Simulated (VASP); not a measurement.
A run of VASP 6.6.1:

The input INCAR:

```
SYSTEM = CoO
  PREC = Accurate
  ENCUT = 520
  EDIFF = 1E-6
  ISMEAR = 0
  SIGMA = 0.05
  LREAL = .False.
  LASPH = .True.
  NELM = 150
  ALGO = Normal
  ISIF = 2
  LWAVE = .False.
  LCHARG = .False.
  ISPIN = 2
  MAGMOM = 2.76 0
  LORBIT = 11
  LMAXMIX = 4
  GGA = PE
  NBANDS = 18
```

Contents of KPOINTS:

```
Automatic mesh
0
Gamma
  14 14 14
  0 0 0
```

The input POSCAR:

```
CoO
1.0
    0.0000000000      2.1245315500      2.1245315500
    2.1245315500      0.0000000000      2.1245315500
    2.1245315500      2.1245315500      0.0000000000
Co O
1 1
Direct
    0.0000000000      0.0000000000      0.0000000000
    0.5000000000      0.5000000000      0.5000000000
```

Potentials or basis: VASP PAW PBE potentials, release 64 (Co, O).

Run with:

```console
$ cat potpaw_PBE.64/Co/POTCAR potpaw_PBE.64/O/POTCAR > POTCAR
$ mpirun -np 1 vasp_std > vasp.out
```

Hardware: 1 thread of Intel Xeon 8259CL (shared host).

**Question.** How long does it take, and how much memory?

**Answer.** Wall time 98 s on 1 thread of Intel Xeon 8259CL (shared host), peak memory 0.19 GiB. Counts: scf iterations 16, k points 104.
